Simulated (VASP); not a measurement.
# ZnS in VASP: settings compared

The runs below take ZnS through single point, with PBE0, PBE.

All numbers are computed with VASP 6.6.1; they aren't measurements. Logs are shortened: lines on timing, memory, paths and dates and some standing lists are left out, and cuts for length are marked.

## (1) The cell of the first run

It takes space group P6_3mc (No. 186, hexagonal). The conventional cell has a = 3.811 Å, b = 3.811 Å, c = 6.234 Å, α = 90.00°, β = 90.00°, γ = 120.00°. Within 3.1 Å of Zn (site symmetry 3m) lie 4 S at 2.31 to 2.40 Å. S (site symmetry 3m) has 4 Zn at 2.31 to 2.40 Å within 3.1 Å.

## (2) Single point, PBE0

The input, INCAR:

```
SYSTEM = ZnS
GGA = PE ; LHFCALC = .True.
AEXX = 0.25 ; ISMEAR = 0
SIGMA = 0.03 ; LWAVE = .False.
LCHARG = .False. ; ISIF = 2
PREC = Accurate ; LASPH = .True.
LREAL = .False. ; ALGO = Normal
EDIFF = 1E-6 ; NELM = 120
GGA_COMPAT = .False. ; ENCUT = 400
EFERMI = MIDGAP ; PRECFOCK = Normal
```

The input, KPOINTS:

```
k-points
0
Gamma
  4 4 4
```

The input, POSCAR:

```
ZnS
1.0
    3.8110000000      0.0000000000      0.0000000000
   -1.9055000000      3.3004228138      0.0000000000
    0.0000000000      0.0000000000      6.2340000000
Zn S
2 2
Direct
    0.6666666667      0.3333333333      0.5000000000
    0.3333333333      0.6666666667      0.0000000000
    0.6666666667      0.3333333333      0.8850000000
    0.3333333333      0.6666666667      0.3850000000
```

Potentials or basis: VASP PAW PBE potentials, release 64 (Zn, S).

Started as:

```bash
> cat potpaw_PBE.64/Zn/POTCAR potpaw_PBE.64/S/POTCAR > POTCAR
> mpirun -np 1 vasp_std > vasp.out
```

OUTCAR:

```text
SYSTEM = ZnS
   GGA = PE
   LHFCALC = .True.
   AEXX = 0.25
   ISMEAR = 0
   ISIF = 2
   PREC = Accurate
   LASPH = .True.
   LREAL = .False.
   EDIFF = 1E-6
   NELM = 120
   ENCUT = 400
   EFERMI = MIDGAP
   PRECFOCK = Normal

 Found     12 irreducible k-points:

 Following reciprocal coordinates:
            Coordinates               Weight
  0.000000  0.000000  0.000000      1.000000
  0.250000  0.000000  0.000000      6.000000
  0.500000  0.000000  0.000000      3.000000
  0.250000  0.250000  0.000000      6.000000
  0.000000  0.000000  0.250000      2.000000
  0.250000  0.000000  0.250000     12.000000
   k-points           NKPTS =     12   k-points in BZ     NKDIM =     64   number of bands    NBANDS=     22
   number of dos      NEDOS =    301   number of ions     NIONS =      4
   total plane-waves  NPLWV =  32928
   dimension x,y,z NGX =    28 NGY =   28 NGZ =   42
   dimension x,y,z NGXF=    56 NGYF=   56 NGZF=   84
   ions per type =               2   2
   NGX,Y,Z   is equivalent  to a cutoff of  12.21, 12.21, 11.20 a.u.
   NGXF,Y,Z  is equivalent  to a cutoff of  24.43, 24.43, 22.40 a.u.
 SYSTEM =  ZnS
   PREC   = accura    normal or accurate (medium, high low for compatibility)
   ISTART =      0    job   : 0-new  1-cont  2-samecut
   ICHARG =      2    charge: 1-file 2-atom 10-const
   ISPIN  =      1    spin polarized calculation?
   LNONCOLLINEAR =      F non collinear calculations
   LSORBIT =      F    spin-orbit coupling
   LASPH  =      T    aspherical Exc in radial PAW
   ENCUT  =  400.0 eV  29.40 Ry    5.42 a.u.   6.21  6.21 10.17*2*pi/ulx,y,z
   NELM   =    120;   NELMIN=  2; NELMDL= -5     # of ELM steps
   EDIFF  = 0.1E-05   stopping-criterion for ELM
   LREAL  =      F    real-space projection
   EDIFFG = 0.1E-04   stopping-criterion for IOM
   NSW    =      0    number of steps for IOM
   IBRION =     -1    ionic relax: 0-MD 1-quasi-New 2-CG
   NFREE  =      0    steps in history (QN), initial steepest desc. (CG)
   ISIF   =      2    stress and relaxation
   ISYM   =      3    0-nonsym 1-usesym 2-fastsym
   POTIM  = 0.5000    time-step for ionic-motion
   TEBEG  =    0.0;   TEEND  =   0.0 temperature during run

   SCALEE = 1.0000    scale energy and forces
   PSTRESS=    0.0 pullay stress
   NELECT =      36.0000    total number of electrons
   NUPDOWN=      -1.0000    fix difference up-down
   EMIN   =  10.00;   EMAX   =-10.00  energy-range for DOS
   EFERMI =   0.00;   METHOD = MIDGAP
   ISMEAR =     0;   SIGMA  =   0.03  broadening in eV -4-tet -1-fermi 0-gaus
   EFERMI_NEDOS =   21; number of points for ismear=-14 and -15
   IALGO  =     38    algorithm
   IMIX   =      1    mixing-type and parameters
     AMIX     =   0.40;   BMIX     =  1.00
     AMIX_MAG =   1.60;   BMIX_MAG =  1.00
  volume/ion in A,a.u.               =      19.60       132.29
  Fermi-wavevector in a.u.,A,eV,Ry     =   1.262943  2.386617 21.701647  1.595026
  Thomas-Fermi vector in A             =   2.396326
   LORBIT       =      0    0 simple, 1 ext, 2 COOP (PROOUT), +10 PAW based schemes
   GGA     = PE    functional components
   LHFCALC =     T    Hartree Fock is set to
   PRECFOCK=normal    Normal, Fast or Accurate (Low or Medium for compatibility)
   ENCUT4O =  -1.0   cutoff for four orbital integrals eV
   NKREDX  =     1    reduce k-point grid by
   NKREDY  =     1    reduce k-point grid by
   NKREDZ  =     1    reduce k-point grid by
   AEXX    =    0.2500 exact exchange contribution
   HFSCREEN=    0.0000 screening length (either q_TF or 0.3 A-1)
   HFSCREENC=   0.0000 screening length for correlation (either q_TF or 0.3 A-1)
   ENCUTFOCK=  -1.0 apply spherical cutoff to Coloumb kernel
   IVDW    =     0    specifies the selected vdW correction
   LEPSILON=     F    determine dielectric tensor
   LRPA    =     F    only Hartree local field effects (RPA)

   CSHIFT  =0.1000    complex shift for real part using Kramers Kronig

   OMEGAMAX=  -1.0    maximum frequency
 non-spin polarized calculation
 Gauss-broadening in eV      SIGMA  =   0.03
  energy-cutoff  :      400.00
  volume of cell :       78.41
 maximum number of plane-waves:      1448
 NGX is ok and might be reduce to    28
  NGX = 20; NGY = 20; NGZ = 32

 number of electron      35.9999957 magnetization

 Free energy of the ion-electron system (eV)
  ---------------------------------------------------
  ext. energy  EPLUGINS =         0.00000000
  ---------------------------------------------------
  free energy    TOTEN  =       -17.81956969 eV

  energy without entropy =      -17.81956969  energy(sigma->0) =      -17.81956969

  exchange ACFDT corr.  =         0.00000000  see jH, gK, PRB 81, 115126

 E-fermi :   3.1690     XC(G=0):  -7.6054

 val. band max:        1.1011717169   @ k =   0.0000   0.0000   0.0000
 cond. band min:       5.2368292424   @ k =   0.0000   0.0000   0.0000
 fundamental gap:      4.1356575255
 Fermi energy:         3.1690004796

 k-point     1 :       0.0000    0.0000    0.0000
  band No.  band energies     occupation
      1     -13.3717      2.00000
      2     -12.3826      2.00000
      3      -6.8531      2.00000
      4      -6.8531      2.00000
      5      -6.7994      2.00000
      6      -6.7897      2.00000
      7      -6.7897      2.00000
      8      -6.4301      2.00000
      9      -6.4301      2.00000
     10      -6.3596      2.00000
     11      -6.3596      2.00000
     12      -6.1481      2.00000
     13      -4.4929      2.00000
     14       0.1187      2.00000
     15       0.1187      2.00000
     16       1.0378      2.00000
     17       1.0378      2.00000
     18       1.1012      2.00000
     19       5.2368      0.00000
     20       6.0304      0.00000
     21       9.3843      0.00000
     22       9.3855      0.00000

 k-point     2 :       0.2500    0.0000    0.0000
  band No.  band energies     occupation
      1     -12.9497      2.00000
      2     -12.1683      2.00000
      3      -6.8132      2.00000
      4      -6.7782      2.00000
      5      -6.7399      2.00000
      6      -6.6853      2.00000
      7      -6.6848      2.00000
      8      -6.4725      2.00000
      9      -6.4314      2.00000
     10      -6.4253      2.00000
     11      -6.3466      2.00000
     12      -6.0494      2.00000
     13      -3.9524      2.00000
     14      -2.1833      2.00000
     15      -1.3672      2.00000
     16      -0.6954      2.00000
     17       0.5100      2.00000
     18       0.5142      2.00000
     19       6.9755      0.00000
     20       7.0921      0.00000
     21       9.0208      0.00000
     22       9.6386      0.00000

 k-point     3 :       0.5000    0.0000    0.0000
  band No.  band energies     occupation
      1     -12.3703      2.00000
      2     -12.0315      2.00000
      3      -6.7727      2.00000
      4      -6.7251      2.00000
      5      -6.5794      2.00000
      6      -6.5518      2.00000
      7      -6.5440      2.00000
      8      -6.4999      2.00000
      9      -6.3813      2.00000
     10      -6.3287      2.00000
     11      -6.1910      2.00000
     12      -6.1255      2.00000
     13      -4.2527      2.00000
     14      -3.4941      2.00000
     15      -2.3316      2.00000
     16      -1.3588      2.00000
     17      -0.6053      2.00000
     18       0.0085      2.00000
     19       6.5264      0.00000
     20       7.3550      0.00000
     21       8.0438      0.00000
     22      10.1974      0.00000

 k-point     4 :       0.2500    0.2500    0.0000
  band No.  band energies     occupation
      1     -12.3897      2.00000
      2     -12.0232      2.00000
      3      -6.7694      2.00000
      4      -6.6810      2.00000
      5      -6.6050      2.00000
      6      -6.5764      2.00000
      7      -6.4845      2.00000
      8      -6.4575      2.00000
      9      -6.4543      2.00000
     10      -6.4228      2.00000
     11      -6.2839      2.00000
     12      -5.9473      2.00000
     13      -3.8678      2.00000
     14      -3.1441      2.00000
     15      -2.3198      2.00000
     16      -2.1522      2.00000
     17      -0.8377      2.00000
     18      -0.4766      2.00000
     19       7.7279      0.00000
     20       8.5110      0.00000
     21       8.9457      0.00000
     22       9.7264      0.00000

 k-point     5 :       0.0000    0.0000    0.2500
  band No.  band energies     occupation
      1     -13.2445      2.00000
      2     -12.5480      2.00000
      3      -6.8471      2.00000
      4      -6.8471      2.00000
      5      -6.8023      2.00000
      6      -6.8023      2.00000
      7      -6.7880      2.00000
      8      -6.4404      2.00000
      9      -6.4177      2.00000
     10      -6.4177      2.00000
     11      -6.3678      2.00000
     12      -6.3678      2.00000
     13      -3.6521      2.00000
     14      -0.0347      2.00000
     15       0.2438      2.00000
     16       0.2438      2.00000
     17       0.8927      2.00000
     18       0.8927      2.00000
     19       6.1336      0.00000
     20       6.2082      0.00000
     21       9.3386      0.00000
     22       9.4692      0.00000

 k-point     6 :       0.2500    0.0000    0.2500
  band No.  band energies     occupation
      1     -12.8435      2.00000
      2     -12.2911      2.00000
      3      -6.8050      2.00000
      4      -6.7663      2.00000
      5      -6.7522      2.00000
      6      -6.7005      2.00000
      7      -6.6883      2.00000
      8      -6.5154      2.00000
      9      -6.4273      2.00000
     10      -6.4138      2.00000
     11      -6.3583      2.00000
     12      -6.2209      2.00000
     13      -3.4586      2.00000
     14      -1.9596      2.00000
     15      -1.6356      2.00000
     16      -0.5383      2.00000
     17       0.2805      2.00000
     18       0.3091      2.00000
     19       6.7908      0.00000
     20       7.4945      0.00000
     21       8.8509      0.00000
     22       9.3497      0.00000

 [... further k-points ...]

------------------------ aborting loop because EDIFF is reached ----------------------------------------

  FORCE on cell =-STRESS in cart. coord.  units (eV):
  Direction    XX          YY          ZZ          XY          YZ          ZX
  --------------------------------------------------------------------------------------
  -------------------------------------------------------------------------------------
  Total        1.0551081      1.0551081     -0.2068065      0.0000000      0.0000000      0.0000000
  in kB       21.5591778     21.5591778     -4.2257075      0.0000000      0.0000000      0.0000000
  external PRESSURE =      12.9642160 kB  Pullay stress =       0.0000000 kB

 VOLUME and BASIS-vectors are now :
 -----------------------------------------------------------------------------
  energy-cutoff  :      400.00
  volume of cell :       78.41
      direct lattice vectors                 reciprocal lattice vectors
     3.811000000  0.000000000  0.000000000     0.262398321  0.151495741  0.000000000
    -1.905500000  3.300422814  0.000000000     0.000000000  0.302991482  0.000000000
     0.000000000  0.000000000  6.234000000     0.000000000  0.000000000  0.160410651

 POSITION                                       TOTAL-FORCE (eV/Angst)
 -----------------------------------------------------------------------------------
      1.90550      1.10014      3.11700         0.000000     -0.000000      0.335699
     -0.00000      2.20028      0.00000        -0.000000      0.000000      0.335699
      1.90550      1.10014      5.51709        -0.000000      0.000000     -0.335699
     -0.00000      2.20028      2.40009         0.000000      0.000000     -0.335699
 -----------------------------------------------------------------------------------
    total drift:                               -0.000009      0.000008      0.000085

  FREE ENERGIE OF THE ION-ELECTRON SYSTEM (eV)
  ---------------------------------------------------
  free  energy   TOTEN  =       -17.8195696916 eV

  energy  without entropy=      -17.8195696916  energy(sigma->0) =      -17.81956969
```

Wall time 33 min (1 thread of AMD EPYC 9R45 (Zen 5), shared host); peak memory 0.16 GiB.

Results:

```
Free energy            : -17.8196 eV
Pressure               : 1.3 GPa
Largest force          : 0.336 eV/Å
Band gap on the k mesh : 4.14 eV
```

Forces on the atoms (eV/Å):
```
Zn   0.000  0.000  0.336
Zn   0.000  0.000  0.336
S    0.000  0.000 -0.336
S    0.000  0.000 -0.336
```

Stress tensor (GPa, compression positive):
```
 2.16  0.00  0.00
 0.00  2.16  0.00
 0.00  0.00 -0.42
```

Caveat: the k points lie up to 0.48 Å⁻¹ apart; the PAW data sets were made with another functional, which shifts forces and pressure a little.

## (3) Single point, PBE (atoms moved at random)

The input, INCAR:

```
SYSTEM = ZnS
PREC = Accurate ; ENCUT = 520
EDIFF = 1E-7 ; ISMEAR = 0
SIGMA = 0.02 ; LREAL = .False.
LASPH = .True. ; ALGO = Normal
NELM = 100 ; ISIF = 2
LWAVE = .False. ; LCHARG = .False.
```

The input, KPOINTS:

```
k-points
0
Gamma
  7 7 4
```

The input, POSCAR:

```
ZnS
1.0
    3.8110000000      0.0000000000      0.0000000000
   -1.9055000000      3.3004228138      0.0000000000
    0.0000000000      0.0000000000      6.2340000000
Zn S
2 2
Direct
    0.6674380000      0.3422300000      0.4978720000
    0.3292070000      0.6648810000      0.0019740000
    0.6681340000      0.3351470000      0.8874040000
    0.3399020000      0.6725520000      0.3863000000
```

Potentials or basis: VASP PAW PBE potentials, release 64 (Zn, S).

Started as:

```bash
> cat potpaw_PBE.64/Zn/POTCAR potpaw_PBE.64/S/POTCAR > POTCAR
> mpirun -np 1 vasp_std > vasp.out
```

OUTCAR:

```text
SYSTEM = ZnS
   PREC = Accurate
   ENCUT = 520
   EDIFF = 1E-7
   ISMEAR = 0
   LREAL = .False.
   LASPH = .True.
   NELM = 100
   ISIF = 2

 Found     99 irreducible k-points:

 Following reciprocal coordinates:
            Coordinates               Weight
  0.000000  0.000000  0.000000      1.000000
  0.142857  0.000000  0.000000      2.000000
  0.000000  0.142857  0.000000      2.000000
 -0.142857  0.142857  0.000000      2.000000
  0.285714  0.000000  0.000000      2.000000
  0.000000  0.285714  0.000000      2.000000
   k-points           NKPTS =     99   k-points in BZ     NKDIM =     99   number of bands    NBANDS=     22
   number of dos      NEDOS =    301   number of ions     NIONS =      4
   total plane-waves  NPLWV =  37632
   dimension x,y,z NGX =    28 NGY =   28 NGZ =   48
   dimension x,y,z NGXF=    56 NGYF=   56 NGZF=   96
   ions per type =               2   2
   NGX,Y,Z   is equivalent  to a cutoff of  12.21, 12.21, 12.80 a.u.
   NGXF,Y,Z  is equivalent  to a cutoff of  24.43, 24.43, 25.60 a.u.
 SYSTEM =  ZnS
   PREC   = accura    normal or accurate (medium, high low for compatibility)
   ISTART =      0    job   : 0-new  1-cont  2-samecut
   ICHARG =      2    charge: 1-file 2-atom 10-const
   ISPIN  =      1    spin polarized calculation?
   LNONCOLLINEAR =      F non collinear calculations
   LSORBIT =      F    spin-orbit coupling
   LASPH  =      T    aspherical Exc in radial PAW
[... 62 lines left out ...]

 k-point     1 :       0.0000    0.0000    0.0000
  band No.  band energies     occupation
      1     -11.0364      2.00000
      2     -10.1121      2.00000
      3      -4.2437      2.00000
      4      -4.2194      2.00000
      5      -4.1457      2.00000
      6      -4.1354      2.00000
[... 139 lines left out ...]
     21       8.0708      0.00000
     22       8.7532      0.00000

 [... further k-points ...]

------------------------ aborting loop because EDIFF is reached ----------------------------------------

  FORCE on cell =-STRESS in cart. coord.  units (eV):
  Direction    XX          YY          ZZ          XY          YZ          ZX
  --------------------------------------------------------------------------------------
  -------------------------------------------------------------------------------------
  Total        1.7845876      1.5491308      0.4580563     -0.1056325      0.0041189      0.1697281
  in kB       36.4647400     31.6536178      9.3595308     -2.1584037      0.0841621      3.4680783
  external PRESSURE =      25.8259629 kB  Pullay stress =       0.0000000 kB

 VOLUME and BASIS-vectors are now :
 -----------------------------------------------------------------------------
  energy-cutoff  :      520.00
  volume of cell :       78.41
      direct lattice vectors                 reciprocal lattice vectors
     3.811000000  0.000000000  0.000000000     0.262398321  0.151495741  0.000000000
    -1.905500000  3.300422814  0.000000000     0.000000000  0.302991482  0.000000000
     0.000000000  0.000000000  6.234000000     0.000000000  0.000000000  0.160410651

 POSITION                                       TOTAL-FORCE (eV/Angst)
 -----------------------------------------------------------------------------------
      1.89149      1.12950      3.10373         0.202250     -0.079466      0.476789
     -0.01232      2.19439      0.01231         0.107196      0.082242      0.272629
      1.90764      1.10613      5.53208        -0.098135     -0.064458     -0.425629
      0.01382      2.21971      2.40819        -0.211311      0.061681     -0.323788
 -----------------------------------------------------------------------------------
    total drift:                               -0.001684     -0.000968     -0.000175

  FREE ENERGIE OF THE ION-ELECTRON SYSTEM (eV)
  ---------------------------------------------------
  free  energy   TOTEN  =       -13.6386747892 eV

  energy  without entropy=      -13.6386747892  energy(sigma->0) =      -13.63867479
```

Wall time 69 s (1 thread of Intel Xeon 6975P-C (Granite Rapids), shared host); peak memory 0.28 GiB.

What came out:

- Free energy: -13.6387 eV
- Pressure: 2.6 GPa
- Largest force: 0.524 eV/Å
- Band gap on the k mesh: 2.25 eV

Forces on the atoms (eV/Å):
```
Zn   0.202 -0.079  0.477
Zn   0.107  0.082  0.273
S   -0.098 -0.064 -0.426
S   -0.211  0.062 -0.324
```

Stress tensor (GPa, compression positive):
```
 3.65 -0.22  0.35
-0.22  3.17  0.01
 0.35  0.01  0.94
```

Levels at points of the mesh, in eV from the valence-band top:
```csv
k point,band 16,band 17,band 18,band 19,band 20,band 21
"(0.00, 0.00, 0.00)",-0.04,-0.01,0.00,2.25,2.97,6.25
"(0.00, 0.00, 0.50)",-0.48,-0.43,-0.40,3.45,3.53,6.62
```

Caveat: the cell differs from its parent crystal (atoms moved at random).
